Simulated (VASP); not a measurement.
# MgS (Niningerite) (Fm-3m) in VASP: further runs

Aim: see how the results for MgS (Niningerite) move with the level of theory and the settings. Levels: r2SCAN, PBE, PBEsol, LDA. Tasks: single point, relaxation of cell and atoms.

Program: VASP 6.6.1. These are calculated values, not measurements. Logs are shortened: lines on timing, memory, paths and dates and some standing lists are left out, and cuts for length are marked.

## 1. The cell of the first run

It takes space group Fm-3m (No. 225, cubic). The conventional cell has a = 5.307 Å, b = 5.307 Å, c = 5.307 Å, α = 90.00°, β = 90.00°, γ = 90.00°. Mg (site symmetry m-3m) has 6 S at 2.65 Å within 3.5 Å. S (site symmetry m-3m) has 6 Mg at 2.65 Å within 3.5 Å.

## 2. Single point, r2SCAN

POSCAR reads:

```
MgS
1.0
    0.0000000000      2.6535035000      2.6535035000
    2.6535035000      0.0000000000      2.6535035000
    2.6535035000      2.6535035000      0.0000000000
Mg S
1 1
Direct
    0.0000000000      0.0000000000      0.0000000000
    0.5000000000      0.5000000000      0.5000000000
```

INCAR.step1 reads:

```
ALGO     = Normal         # electronic algorithm
EDIFF    = 1E-4           # SCF threshold, eV
ENCUT    = 520            # plane-wave cutoff, eV
GGA      = PE             # functional
ISMEAR   = -1             # smearing method
LASPH    = T              # aspherical terms in the spheres
LCHARG   = F              # write CHGCAR
LREAL    = F              # projectors in reciprocal space
LWAVE    = T              # write WAVECAR
NBANDS   = 11             # bands
NELM     = 60             # most SCF steps
PREC     = Accurate       # precision mode
SIGMA    = 0.02           # smearing width, eV
```

INCAR.step2 reads:

```
ALGO     = Normal         # electronic algorithm
EDIFF    = 1E-6           # SCF threshold, eV
ENCUT    = 520            # plane-wave cutoff, eV
ISIF     = 2              # what is computed and relaxed
ISMEAR   = -1             # smearing method
ISTART   = 1            
LASPH    = T              # aspherical terms in the spheres
LCHARG   = F              # write CHGCAR
LMIXTAU  = T            
LREAL    = F              # projectors in reciprocal space
LWAVE    = F              # write WAVECAR
METAGGA  = R2SCAN         # meta-GGA
NBANDS   = 11             # bands
NELM     = 60             # most SCF steps
PREC     = Accurate       # precision mode
SIGMA    = 0.02           # smearing width, eV
```

KPOINTS reads:

```
k-points
0
Gamma
  10 10 10
```

Potentials or basis: VASP PAW PBE potentials, release 64 (Mg, S).

Started as:

```console
cat potpaw_PBE.64/Mg/POTCAR potpaw_PBE.64/S/POTCAR > POTCAR
cp INCAR.step1 INCAR
mpirun -np 1 vasp_std > vasp.out
cp INCAR.step2 INCAR
mpirun -np 1 vasp_std > vasp.out
```

OUTCAR:

```text
EDIFF = 1E-6
   ENCUT = 520
   ISIF = 2
   ISMEAR = -1
   ISTART = 1
   LASPH = T
   LREAL = F
   METAGGA = R2SCAN
   NELM = 60
   PREC = Accurate

 ion  position               nearest neighbor table
   1  0.000  0.000  0.000-   2 2.65   2 2.65   2 2.65   2 2.65   2 2.65   2 2.65
   2  0.500  0.500  0.500-   1 2.65   1 2.65   1 2.65   1 2.65   1 2.65   1 2.65

  LATTYP: Found a face centered cubic cell.
 ALAT       =     5.3070070000

  Lattice vectors:

 A1 = (   0.0000000000,   2.6535035000,   2.6535035000)
 A2 = (   2.6535035000,   0.0000000000,   2.6535035000)
 A3 = (   2.6535035000,   2.6535035000,   0.0000000000)

Analysis of symmetry for initial positions (statically):
=====================================================================
 Subroutine PRICEL returns:
 Original cell was already a primitive cell.

 Routine SETGRP: Setting up the symmetry group for a
 face centered cubic supercell.

 Subroutine GETGRP returns: Found 48 space group operations
 (whereof 48 operations were pure point group operations)
 out of a pool of 48 trial point group operations.

The static configuration has the point symmetry O_h .

Analysis of symmetry for dynamics (positions and initial velocities):
=====================================================================
 Subroutine PRICEL returns:
 Original cell was already a primitive cell.

 Routine SETGRP: Setting up the symmetry group for a
 face centered cubic supercell.

 Subroutine GETGRP returns: Found 48 space group operations
 (whereof 48 operations were pure point group operations)
 out of a pool of 48 trial point group operations.

The dynamic configuration has the point symmetry O_h .

 Subroutine INISYM returns: Found 48 space group operations
 (whereof 48 operations are pure point group operations),
 and found     1 'primitive' translations

----------------------------------------------------------------------------------------

                                     Primitive cell

  volume of cell :      37.3671

  direct lattice vectors                    reciprocal lattice vectors
     0.000000000  2.653503500  2.653503500    -0.188430126  0.188430126  0.188430126
     2.653503500  0.000000000  2.653503500     0.188430126 -0.188430126  0.188430126
     2.653503500  2.653503500  0.000000000     0.188430126  0.188430126 -0.188430126

  length of vectors
     3.752620638  3.752620638  3.752620638     0.326370553  0.326370553  0.326370553

  position of ions in fractional coordinates (direct lattice)
     0.000000000  0.000000000  0.000000000
     0.500000000  0.500000000  0.500000000

  ion indices of the primitive-cell ions
   primitive index   ion index
                 1           1
                 2           2

----------------------------------------------------------------------------------------

 KPOINTS: k-points

Automatic generation of k-mesh.
 Grid dimensions read from file:
 generate k-points for:   10   10   10

 Generating k-lattice:

  Cartesian coordinates                     Fractional coordinates (reciprocal lattice)
    -0.018843013  0.018843013  0.018843013     0.100000000  0.000000000  0.000000000
     0.018843013 -0.018843013  0.018843013     0.000000000  0.100000000  0.000000000
     0.018843013  0.018843013 -0.018843013     0.000000000  0.000000000  0.100000000

  Length of vectors
     0.032637055  0.032637055  0.032637055

  Shift w.r.t. Gamma in fractional coordinates (k-lattice)
     0.000000000  0.000000000  0.000000000

 Subroutine IBZKPT returns following result:
 ===========================================

 Found     47 irreducible k-points:

 Following reciprocal coordinates:
            Coordinates               Weight
  0.000000  0.000000  0.000000      1.000000
  0.100000  0.000000  0.000000      8.000000
  0.200000  0.000000  0.000000      8.000000
  0.300000  0.000000  0.000000      8.000000
  0.400000  0.000000  0.000000      8.000000
  0.500000  0.000000  0.000000      4.000000
[... 16 lines left out ...]
  0.300000  0.300000  0.000000      6.000000
  0.400000  0.300000  0.000000     24.000000
 [... further k-points ...]
   k-points           NKPTS =     47   k-points in BZ     NKDIM =     47   number of bands    NBANDS=     11
   number of dos      NEDOS =    301   number of ions     NIONS =      2
   total plane-waves  NPLWV =  21952
   dimension x,y,z NGX =    28 NGY =   28 NGZ =   28
   dimension x,y,z NGXF=    56 NGYF=   56 NGZF=   56
   ions per type =               1   1
   NGX,Y,Z   is equivalent  to a cutoff of  12.40, 12.40, 12.40 a.u.
   NGXF,Y,Z  is equivalent  to a cutoff of  24.81, 24.81, 24.81 a.u.
 SYSTEM =  unknown system
   PREC   = accura    normal or accurate (medium, high low for compatibility)
   ISTART =      1    job   : 0-new  1-cont  2-samecut
   ICHARG =      0    charge: 1-file 2-atom 10-const
   ISPIN  =      1    spin polarized calculation?
   LNONCOLLINEAR =      F non collinear calculations
   LSORBIT =      F    spin-orbit coupling
   LASPH  =      T    aspherical Exc in radial PAW
   ENCUT  =  520.0 eV  38.22 Ry    6.18 a.u.   6.98  6.98  6.98*2*pi/ulx,y,z
   NELM   =     60;   NELMIN=  2; NELMDL=  0     # of ELM steps
   EDIFF  = 0.1E-05   stopping-criterion for ELM
   LREAL  =      F    real-space projection
   EDIFFG = 0.1E-04   stopping-criterion for IOM
   NSW    =      0    number of steps for IOM
   IBRION =     -1    ionic relax: 0-MD 1-quasi-New 2-CG
   NFREE  =      0    steps in history (QN), initial steepest desc. (CG)
   ISIF   =      2    stress and relaxation
   ISYM   =      2    0-nonsym 1-usesym 2-fastsym
   POTIM  = 0.5000    time-step for ionic-motion
   TEBEG  =    0.0;   TEEND  =   0.0 temperature during run
   PSTRESS=    0.0 pullay stress
   NELECT =       8.0000    total number of electrons
   NUPDOWN=      -1.0000    fix difference up-down
   EMIN   =  10.00;   EMAX   =-10.00  energy-range for DOS
   EFERMI =   0.00;   METHOD = LEGACY
   ISMEAR =    -1;   SIGMA  =   0.02  broadening in eV -4-tet -1-fermi 0-gaus
   EFERMI_NEDOS =   21; number of points for ismear=-14 and -15
   IALGO  =     38    algorithm
   IMIX   =      4    mixing-type and parameters
     AMIX     =   0.40;   BMIX     =  1.00
     AMIX_MAG =   1.60;   BMIX_MAG =  1.00
  volume/ion in A,a.u.               =      18.68       126.08
  Fermi-wavevector in a.u.,A,eV,Ry     =   0.979359  1.850720 13.049942  0.959144
  Thomas-Fermi vector in A             =   2.110206
   LORBIT       =      0    0 simple, 1 ext, 2 COOP (PROOUT), +10 PAW based schemes
   METAGGA = R2SCAN    functional components
   LHFCALC =     F    Hartree Fock is set to
   AEXX    =    0.0000 exact exchange contribution
   IVDW    =     0    specifies the selected vdW correction
   LEPSILON=     F    determine dielectric tensor
   LRPA    =     F    only Hartree local field effects (RPA)
 non-spin polarized calculation
  energy-cutoff  :      520.00
  volume of cell :       37.37
 maximum number of plane-waves:      1020
   NGX = 13   NGY = 13   NGZ = 13

 number of electron       8.0000001 magnetization

 Free energy of the ion-electron system (eV)
  ---------------------------------------------------
  ext. energy  EPLUGINS =         0.00000000
  ---------------------------------------------------
  free energy    TOTEN  =       -15.47539470 eV

  energy without entropy =      -15.47539470  energy(sigma->0) =      -15.47539470

 E-fermi :   3.3945     XC(G=0):  -9.8308

 val. band max:        2.9837305467   @ k =   0.0000   0.0000   0.0000
 cond. band min:       6.2860403901   @ k =   0.5000   0.5000   0.0000
 fundamental gap:      3.3023098434
 Fermi energy:         3.3945241358

 k-point     1 :       0.0000    0.0000    0.0000
  band No.  band energies     occupation
      1      -9.8678      2.00000
      2       2.9837      2.00000
      3       2.9837      2.00000
      4       2.9837      2.00000
      5       7.1177      0.00000
      6      11.5468      0.00000
      7      11.5468      0.00000
      8      11.5468      0.00000
      9      13.8501      0.00000
     10      13.8501      0.00000
     11      16.3540      0.00000

 k-point     2 :       0.1000    0.0000    0.0000
  band No.  band energies     occupation
      1      -9.7769      2.00000
      2       2.3163      2.00000
      3       2.9223      2.00000
      4       2.9223      2.00000
      5       7.6738      0.00000
      6      11.2914      0.00000
      7      11.7234      0.00000
      8      11.7234      0.00000
      9      13.3590      0.00000
     10      13.3590      0.00000
     11      16.4360      0.00000

 k-point     3 :       0.2000    0.0000    0.0000
  band No.  band energies     occupation
      1      -9.5221      2.00000
      2       1.0060      2.00000
      3       2.7714      2.00000
      4       2.7714      2.00000
      5       8.3793      0.00000
      6      11.3406      0.00000
      7      11.6416      0.00000
      8      11.6417      0.00000
      9      13.3398      0.00000
     10      13.3398      0.00000
     11      15.8240      0.00000

 k-point     4 :       0.3000    0.0000    0.0000
  band No.  band energies     occupation
      1      -9.1646      2.00000
      2      -0.2829      2.00000
      3       2.6019      2.00000
      4       2.6019      2.00000
      5       8.3908      0.00000
      6      11.0306      0.00000
      7      11.0306      0.00000
      8      12.3475      0.00000
      9      14.5321      0.00000
     10      14.5321      0.00000
     11      15.3038      0.00000

 k-point     5 :       0.4000    0.0000    0.0000
  band No.  band energies     occupation
      1      -8.8271      2.00000
      2      -1.2271      2.00000
      3       2.4761      2.00000
      4       2.4761      2.00000
      5       8.1909      0.00000
      6      10.5708      0.00000
      7      10.5708      0.00000
      8      13.3238      0.00000
      9      15.3999      0.00000
     10      16.2662      0.00000
     11      16.2662      0.00000
[... 211 lines left out ...]
 k-point    21 :      -0.3000    0.2000    0.0000
  band No.  band energies     occupation
      1      -8.7362      2.00000
      2      -0.6870      2.00000
      3       1.0364      2.00000
      4       2.3989      2.00000
      5       9.2284      0.00000
      6      10.3940      0.00000
      7      11.2811      0.00000
      8      12.0954      0.00000
      9      14.4036      0.00000
     10      17.5265      0.00000
     11      18.2267      0.00000

 k-point    22 :      -0.2000    0.2000    0.0000
  band No.  band energies     occupation
      1      -9.0485      2.00000
      2      -0.0532      2.00000
      3       1.4533      2.00000
      4       2.6466      2.00000
      5       9.7201      0.00000
      6      10.6225      0.00000
      7      10.9452      0.00000
      8      11.3540      0.00000
      9      13.2082      0.00000
     10      17.0135      0.00000
     11      18.0850      0.00000

 k-point    23 :       0.3000    0.3000    0.0000
  band No.  band energies     occupation
      1      -8.9484      2.00000
      2       0.0617      2.00000
      3       1.8442      2.00000
      4       1.8442      2.00000
      5       7.7958      0.00000
      6       8.8657      0.00000
      7      12.5170      0.00000
      8      14.4338      0.00000
      9      14.4338      0.00000
     10      15.2112      0.00000
     11      19.8480      0.00000

 k-point    24 :       0.4000    0.3000    0.0000
  band No.  band energies     occupation
      1      -8.6927      2.00000
      2      -0.4204      2.00000
      3       1.4530      2.00000
      4       1.6962      2.00000
      5       7.4313      0.00000
      6       8.8789      0.00000
      7      12.9507      0.00000
      8      14.0048      0.00000
      9      15.5818      0.00000
     10      16.7633      0.00000
     11      20.1657      0.00000

 [... further k-points ...]
[... 5 lines left out ...]
  --------------------------------------------------------------------------------------
  -------------------------------------------------------------------------------------
  Total       -1.0785942     -1.0785942     -1.0785942      0.0000000      0.0000000     -0.0000000
  in kB      -46.2465838    -46.2465838    -46.2465838      0.0000000      0.0000000     -0.0000000
  external PRESSURE =     -46.2465838 kB  Pullay stress =       0.0000000 kB

 VOLUME and BASIS-vectors are now :
 -----------------------------------------------------------------------------
  energy-cutoff  :      520.00
  volume of cell :       37.37
      direct lattice vectors                 reciprocal lattice vectors
     0.000000000  2.653503500  2.653503500    -0.188430126  0.188430126  0.188430126
     2.653503500  0.000000000  2.653503500     0.188430126 -0.188430126  0.188430126
     2.653503500  2.653503500  0.000000000     0.188430126  0.188430126 -0.188430126

 POSITION                                       TOTAL-FORCE (eV/Angst)
 -----------------------------------------------------------------------------------
      0.00000      0.00000      0.00000        -0.000000      0.000000      0.000000
      2.65350      2.65350      2.65350         0.000000     -0.000000      0.000000
 -----------------------------------------------------------------------------------
    total drift:                                0.000000      0.000000      0.000000

  FREE ENERGIE OF THE ION-ELECTRON SYSTEM (eV)
  ---------------------------------------------------
  free  energy   TOTEN  =       -15.4753947049 eV

  energy  without entropy=      -15.4753947049  energy(sigma->0) =      -15.47539470
```

Run time: 43 s. Hardware: 1 thread of Intel Xeon Platinum 8559C (Emerald Rapids), shared host; peak memory 0.17 GiB.

Results:

| Item | Value |
| --- | --- |
| Free energy | -15.4754 eV |
| Pressure | -4.6 GPa |
| Band gap on the k mesh | 3.30 eV, indirect (least direct gap 4.13 eV) |

Levels at points of the mesh, in eV from the valence-band top:
```csv
k point,band 1,band 2,band 3,band 4,band 5,band 6,band 7,band 8,band 9
"(0.00, 0.00, 0.00)",-12.85,0.00,0.00,0.00,4.13,8.56,8.56,8.56,10.87
"(0.50, 0.00, 0.00)",-11.67,-4.56,-0.55,-0.55,5.12,7.43,7.43,10.56,12.88
"(0.50, 0.50, 0.00)",-11.33,-3.96,-1.60,-1.60,3.30,5.09,12.53,13.30,13.90
```

Caveat: the PAW data sets were made with another functional, which shifts forces and pressure a little.

## 3. Relaxation of cell and atoms, PBE

This run uses another cell than the first one, of 17.61 Å³/atom, 0.943 times its volume.

INCAR reads:

```
SYSTEM = MgS
PREC = Accurate ; ENCUT = 600
EDIFF = 1E-7 ; ISMEAR = -1
SIGMA = 0.02 ; LREAL = .FALSE.
LASPH = .TRUE. ; NELM = 80
ALGO = Normal ; ISIF = 3
LWAVE = .FALSE. ; LCHARG = .FALSE.
GGA = PE ; IBRION = 2
NSW = 80 ; EDIFFG = -0.01
```

KPOINTS reads:

```
regular mesh
0
G
  8 8 8
  0 0 0
```

POSCAR reads:

```
MgS
1.0
    0.0000000000      2.6016500000      2.6016500000
    2.6016500000      0.0000000000      2.6016500000
    2.6016500000      2.6016500000      0.0000000000
Mg S
1 1
Direct
    0.0000000000      0.0000000000      0.0000000000
    0.5000000000      0.5000000000      0.5000000000
```

Potentials or basis: VASP PAW PBE potentials, release 64 (Mg, S).

Started as:

```console
cat potpaw_PBE.64/Mg/POTCAR potpaw_PBE.64/S/POTCAR > POTCAR
mpirun -np 1 vasp_std > vasp.out
```

Wall time 12 s (1 thread of Intel Xeon 6975P-C (Granite Rapids), shared host); peak memory 0.17 GiB.

It converged, with:

```yaml
Free_energy: -8.5034 eV
Relaxed_volume: 17.81 Å³/atom
Relaxed_cell: a = 3.693 Å, b = 3.693 Å, c = 3.693 Å, α = 60.00°, β = 60.00°, γ = 60.00°
Space_group_after_relaxing_to_0.05_Å: Fm-3m (No. 225)
Energy_gained_by_relaxing: 0.6 meV/atom
Ionic_steps: 3
Pressure_after_relaxing: 0.0 GPa
Band_gap_on_the_k_mesh: 2.75 eV, indirect (least direct gap 3.62 eV)
```

The path:
| step | energy change (eV) | largest force (eV/Å) | pressure (GPa) | volume (Å³) |
| --- | --- | --- | --- | --- |
| 1 | 0.0000 | 0.0000 | 0.89 | 35.22 |
| 2 | -0.0011 | 0.0000 | -0.19 | 35.72 |
| 3 | -0.0011 | 0.0000 | 0.00 | 35.63 |

Final structure:
```xyz
2
Lattice="0.0000 2.6117 2.6117 2.6117 0.0000 2.6117 2.6117 2.6117 0.0000" Properties=species:S:1:pos:R:3 pbc="T T T"
Mg    0.0000    0.0000    0.0000
S     2.6117    2.6117    2.6117
```

Levels at points of the mesh, in eV from the valence-band top:
```csv
k point,band 1,band 2,band 3,band 4,band 5,band 6,band 7,band 8
"(0.00, 0.00, 0.00)",-12.60,0.00,0.00,0.00,3.62,7.96,7.96,7.96
"(0.50, 0.00, 0.00)",-11.33,-4.77,-0.58,-0.58,4.53,6.89,6.89,9.99
"(0.50, 0.50, 0.00)",-10.96,-4.13,-1.66,-1.66,2.75,4.43,11.89,12.79
```

A k mesh can miss the band edges. Zero-point motion and thermal expansion aren't in these numbers.

(Continued in part 2 of 2.)
